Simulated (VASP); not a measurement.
# TiC (Fm-3m) in VASP: single point with PBEsol

Aim: the single point of TiC with PBEsol.

Everything below comes from runs of VASP 6.6.1. Logs are shortened: lines on timing, memory, paths and dates and some standing lists are left out, and cuts for length are marked.

## Step 1: The cell of the first run

Symmetry: Fm-3m, No. 225, cubic system. Conventional cell: a = 4.293 Å, b = 4.293 Å, c = 4.293 Å, α = 90.00°, β = 90.00°, γ = 90.00°. Within 2.8 Å of Ti (site symmetry m-3m) lie 6 C at 2.15 Å. Within 2.8 Å of C (site symmetry m-3m) lie 6 Ti at 2.15 Å.

## Step 2: Single point, PBEsol

File INCAR:

```
PREC     = Accurate       # precision mode
ENCUT    = 520            # plane-wave cutoff, eV
EDIFF    = 1E-6           # SCF threshold, eV
ISMEAR   = 0              # smearing method
SIGMA    = 0.1            # smearing width, eV
LREAL    = F              # projectors in reciprocal space
LASPH    = T              # aspherical terms in the spheres
NELM     = 60             # most SCF steps
ALGO     = Normal         # electronic algorithm
ISIF     = 2              # what is computed and relaxed
LWAVE    = F              # write WAVECAR
LCHARG   = T              # write CHGCAR
GGA      = PS             # functional
LELF     = T              # ELF
LVHAR    = T            
NBANDS   = 15             # bands
ISYM     = 0
```

File KPOINTS:

```
Automatic mesh
0
Gamma
  11 8 22
```

File POSCAR:

```
TiC
1.0
    3.0358717261      0.0000000000      0.0000000000
    0.0000000000      4.2933709686      0.0000000000
    1.5179358630      2.1466854843      1.5179358630
Ti C
1 1
Direct
    0.0000000000      0.0000000000      0.0000000000
    0.0000000000      0.5000000000      0.0000000000
```

Potentials or basis: VASP PAW PBE potentials, release 64 (Ti_sv, C).

Started as:

```bash
cat potpaw_PBE.64/Ti_sv/POTCAR potpaw_PBE.64/C/POTCAR > POTCAR
mpirun -np 1 vasp_std > vasp.out
```

OUTCAR:

```text
PREC = Accurate
   ENCUT = 520
   EDIFF = 1E-6
   ISMEAR = 0
   LREAL = F
   LASPH = T
   NELM = 60
   ISIF = 2
   GGA = PS
   ISYM = 0

 ion  position               nearest neighbor table
   1  0.000  0.000  0.000-   2 2.15   2 2.15   2 2.15   2 2.15   2 2.15   2 2.15
   2  0.000  0.500  0.000-   1 2.15   1 2.15   1 2.15   1 2.15   1 2.15   1 2.15

IMPORTANT INFORMATION: All symmetrisations will be switched off!
NOSYMM: (Re-)initialisation of all symmetry stuff for point group C_1.

----------------------------------------------------------------------------------------

                                     Primitive cell

  volume of cell :      19.7850

  direct lattice vectors                    reciprocal lattice vectors
     3.035871726  0.000000000  0.000000000     0.329394681  0.000000000 -0.329394681
     0.000000000  4.293370969  0.000000000     0.000000000  0.232917213 -0.329394681
     1.517935863  2.146685484  1.517935863     0.000000000  0.000000000  0.658789363

  length of vectors
     3.035871726  4.293370969  3.035871726     0.465834426  0.403424447  0.658789363

  position of ions in fractional coordinates (direct lattice)
     0.000000000  0.000000000  0.000000000
     0.000000000  0.500000000  0.000000000

  ion indices of the primitive-cell ions
   primitive index   ion index
                 1           1
                 2           2

----------------------------------------------------------------------------------------

 KPOINTS: Automatic mesh

Automatic generation of k-mesh.
 Grid dimensions read from file:
 generate k-points for:   11    8   22

 Generating k-lattice:

  Cartesian coordinates                     Fractional coordinates (reciprocal lattice)
     0.029944971  0.000000000 -0.029944971     0.090909091  0.000000000  0.000000000
     0.000000000  0.029114652 -0.041174335     0.000000000  0.125000000  0.000000000
     0.000000000  0.000000000  0.029944971     0.000000000  0.000000000  0.045454545

  Length of vectors
     0.042348584  0.050428056  0.029944971

  Shift w.r.t. Gamma in fractional coordinates (k-lattice)
     0.000000000  0.000000000  0.000000000

 -----------------------------------------------------------------------------
|                                                                             |
|           W    W    AA    RRRRR   N    N  II  N    N   GGGG   !!!           |
|           W    W   A  A   R    R  NN   N  II  NN   N  G    G  !!!           |
|           W    W  A    A  R    R  N N  N  II  N N  N  G       !!!           |
|           W WW W  AAAAAA  RRRRR   N  N N  II  N  N N  G  GGG   !            |
|           WW  WW  A    A  R   R   N   NN  II  N   NN  G    G                |
|           W    W  A    A  R    R  N    N  II  N    N   GGGG   !!!           |
|                                                                             |
|     Your reciprocal lattice and k-lattice belong to different lattice       |
|     classes:                                                                |
|                                                                             |
|        The reciprocal lattice is body-centered cubic,                       |
|        whereas your k-lattice is simple monoclinic.                         |
|                                                                             |
|     Results are often still useful ...                                      |
|                                                                             |
 -----------------------------------------------------------------------------

 WARNING: IBZKPT: internal override: KBLOWUP is changed to .FALSE.
      ... skipping the blow-up phase ...

 Subroutine IBZKPT returns following result:
 ===========================================

 Found    970 irreducible k-points:

 Following reciprocal coordinates:
            Coordinates               Weight
  0.000000  0.000000  0.000000      1.000000
  0.090909  0.000000  0.000000      2.000000
  0.181818  0.000000  0.000000      2.000000
  0.272727  0.000000  0.000000      2.000000
  0.363636  0.000000  0.000000      2.000000
  0.454545  0.000000  0.000000      2.000000
[... 16 lines left out ...]
  0.454545  0.250000  0.000000      2.000000
 -0.454545  0.250000  0.000000      2.000000
 [... further k-points ...]
   k-points           NKPTS =    970   k-points in BZ     NKDIM =    970   number of bands    NBANDS=     15
   number of dos      NEDOS =    301   number of ions     NIONS =      2
   total plane-waves  NPLWV =  18432
   dimension x,y,z NGX =    24 NGY =   32 NGZ =   24
   dimension x,y,z NGXF=    48 NGYF=   64 NGZF=   48
   ions per type =               1   1
   NGX,Y,Z   is equivalent  to a cutoff of  13.14, 12.39, 13.14 a.u.
   NGXF,Y,Z  is equivalent  to a cutoff of  26.29, 24.78, 26.29 a.u.
 SYSTEM =  unknown system
   PREC   = accura    normal or accurate (medium, high low for compatibility)
   ISTART =      0    job   : 0-new  1-cont  2-samecut
   ICHARG =      2    charge: 1-file 2-atom 10-const
   ISPIN  =      1    spin polarized calculation?
   LNONCOLLINEAR =      F non collinear calculations
   LSORBIT =      F    spin-orbit coupling
   LASPH  =      T    aspherical Exc in radial PAW
   ENCUT  =  520.0 eV  38.22 Ry    6.18 a.u.   5.64  7.98  5.64*2*pi/ulx,y,z
   NELM   =     60;   NELMIN=  2; NELMDL= -5     # of ELM steps
   EDIFF  = 0.1E-05   stopping-criterion for ELM
   LREAL  =      F    real-space projection
   EDIFFG = 0.1E-04   stopping-criterion for IOM
   NSW    =      0    number of steps for IOM
   IBRION =     -1    ionic relax: 0-MD 1-quasi-New 2-CG
   NFREE  =      0    steps in history (QN), initial steepest desc. (CG)
   ISIF   =      2    stress and relaxation
   ISYM   =      0    0-nonsym 1-usesym 2-fastsym
   POTIM  = 0.5000    time-step for ionic-motion
   TEBEG  =    0.0;   TEEND  =   0.0 temperature during run
   PSTRESS=    0.0 pullay stress
   NELECT =      16.0000    total number of electrons
   NUPDOWN=      -1.0000    fix difference up-down
   EMIN   =  10.00;   EMAX   =-10.00  energy-range for DOS
   EFERMI =   0.00;   METHOD = LEGACY
   ISMEAR =     0;   SIGMA  =   0.10  broadening in eV -4-tet -1-fermi 0-gaus
   EFERMI_NEDOS =   21; number of points for ismear=-14 and -15
   IALGO  =     38    algorithm
   IMIX   =      4    mixing-type and parameters
     AMIX     =   0.40;   BMIX     =  1.00
     AMIX_MAG =   1.60;   BMIX_MAG =  1.00
  volume/ion in A,a.u.               =       9.89        66.76
  Fermi-wavevector in a.u.,A,eV,Ry     =   1.525234  2.882274 31.651750  2.326338
  Thomas-Fermi vector in A             =   2.633432
   LORBIT       =      0    0 simple, 1 ext, 2 COOP (PROOUT), +10 PAW based schemes
   GGA     = PS    functional components
   LHFCALC =     F    Hartree Fock is set to
   AEXX    =    0.0000 exact exchange contribution
   IVDW    =     0    specifies the selected vdW correction
   LEPSILON=     F    determine dielectric tensor
   LRPA    =     F    only Hartree local field effects (RPA)
 non-spin polarized calculation
 Gauss-broadening in eV      SIGMA  =   0.10
  energy-cutoff  :      520.00
  volume of cell :       19.78
 maximum number of plane-waves:       544
   NGX = 11   NGY = 15   NGZ = 11

 number of electron      16.0000001 magnetization

 Free energy of the ion-electron system (eV)
  ---------------------------------------------------
  ext. energy  EPLUGINS =         0.00000000
  ---------------------------------------------------
  free energy    TOTEN  =       -19.80358334 eV

  energy without entropy =      -19.80249077  energy(sigma->0) =      -19.80303705

 E-fermi :   9.6317     XC(G=0): -12.9980

 val. band max:        9.6255398017   @ k =   0.0000  -0.2500   0.4091
 cond. band min:       9.6700040951   @ k =   0.0000  -0.1250   0.4091
 fundamental gap:      0.0444642935
 Fermi energy:         9.6317303158

 k-point     1 :       0.0000    0.0000    0.0000
  band No.  band energies     occupation
      1     -46.6380      2.00000
      2     -22.7509      2.00000
      3     -22.7500      2.00000
      4     -22.7490      2.00000
      5      -2.8756      2.00000
      6      10.2871      0.00000
      7      10.2873      0.00000
      8      10.2881      0.00000
      9      11.3533      0.00000
     10      11.3536      0.00000
     11      11.3537      0.00000
     12      11.3976      0.00000
     13      11.3978      0.00000
     14      20.4858      0.00000
     15      23.6473      0.00000

 k-point     2 :       0.0909    0.0000    0.0000
  band No.  band energies     occupation
      1     -46.6292      2.00000
      2     -22.7930      2.00000
      3     -22.7653      2.00000
      4     -22.7646      2.00000
      5      -2.6212      2.00000
      6       9.0814      2.00000
      7       9.8052      0.01418
      8       9.8054      0.01404
      9      10.0432      0.00000
     10      11.4748      0.00000
     11      12.0540      0.00000
     12      12.0542      0.00000
     13      13.5563      0.00000
     14      20.9431      0.00000
     15      23.8155      0.00000

 k-point     3 :       0.1818    0.0000    0.0000
  band No.  band energies     occupation
      1     -46.6053      2.00000
      2     -22.9043      2.00000
      3     -22.8055      2.00000
      4     -22.8048      2.00000
      5      -1.9499      2.00000
      6       7.1249      2.00000
      7       9.3346      1.99997
      8       9.3348      1.99997
      9       9.4461      1.99133
     10      11.6864      0.00000
     11      13.0335      0.00000
     12      13.0338      0.00000
     13      15.1958      0.00000
     14      22.1406      0.00000
     15      24.1624      0.00000
[... 343 lines left out ...]
 k-point    23 :       0.4545    0.2500    0.0000
  band No.  band energies     occupation
      1     -46.5328      2.00000
      2     -23.1856      2.00000
      3     -23.0042      2.00000
      4     -22.8826      2.00000
      5       0.0352      2.00000
      6       5.5199      2.00000
      7       6.5313      2.00000
      8       7.7887      2.00000
      9      11.1120      0.00000
     10      12.9007      0.00000
     11      13.5454      0.00000
     12      15.3264      0.00000
     13      15.9475      0.00000
     14      22.2044      0.00000
     15      23.9900      0.00000

 k-point    24 :      -0.4545    0.2500    0.0000
  band No.  band energies     occupation
      1     -46.5487      2.00000
      2     -23.1993      2.00000
      3     -22.8985      2.00000
      4     -22.8557      2.00000
      5      -0.0683      2.00000
      6       5.0498      2.00000
      7       6.7781      2.00000
      8       7.6284      2.00000
      9      11.1331      0.00000
     10      12.8189      0.00000
     11      13.6116      0.00000
     12      15.5549      0.00000
     13      16.8822      0.00000
     14      21.3389      0.00000
     15      24.4997      0.00000

 [... further k-points ...]
[... 5 lines left out ...]
  --------------------------------------------------------------------------------------
  -------------------------------------------------------------------------------------
  Total        0.0406428     -0.0016147      0.0506147      0.0000029      0.0098627     -0.0000032
  in kB        3.2912372     -0.1307562      4.0987552      0.0002339      0.7986806     -0.0002616
  external PRESSURE =       2.4197454 kB  Pullay stress =       0.0000000 kB

 VOLUME and BASIS-vectors are now :
 -----------------------------------------------------------------------------
  energy-cutoff  :      520.00
  volume of cell :       19.78
      direct lattice vectors                 reciprocal lattice vectors
     3.035871726  0.000000000  0.000000000     0.329394681  0.000000000 -0.329394681
     0.000000000  4.293370969  0.000000000     0.000000000  0.232917213 -0.329394681
     1.517935863  2.146685484  1.517935863     0.000000000  0.000000000  0.658789363

 POSITION                                       TOTAL-FORCE (eV/Angst)
 -----------------------------------------------------------------------------------
      0.00000      0.00000      0.00000         0.000001     -0.000001      0.000000
      0.00000      2.14669      0.00000        -0.000001      0.000001     -0.000000
 -----------------------------------------------------------------------------------
    total drift:                                0.000001     -0.000001      0.000000

  FREE ENERGIE OF THE ION-ELECTRON SYSTEM (eV)
  ---------------------------------------------------
  free  energy   TOTEN  =       -19.8035833418 eV

  energy  without entropy=      -19.8024907671  energy(sigma->0) =      -19.80303705
```

Run time: 2.5 min. Hardware: 1 thread of Intel Xeon Platinum 8488C (Sapphire Rapids), shared host; peak memory 0.39 GiB.

Results:

```
Free energy            : -19.8036 eV
Pressure               : 0.2 GPa
Band gap on the k mesh : zero (bands 8 and 9 overlap by 1.09 eV)
```

Caveat: the PAW data sets were made with another functional, which shifts forces and pressure a little.

The gap in the log of VASP goes by the Fermi energy; the results here count the filled bands.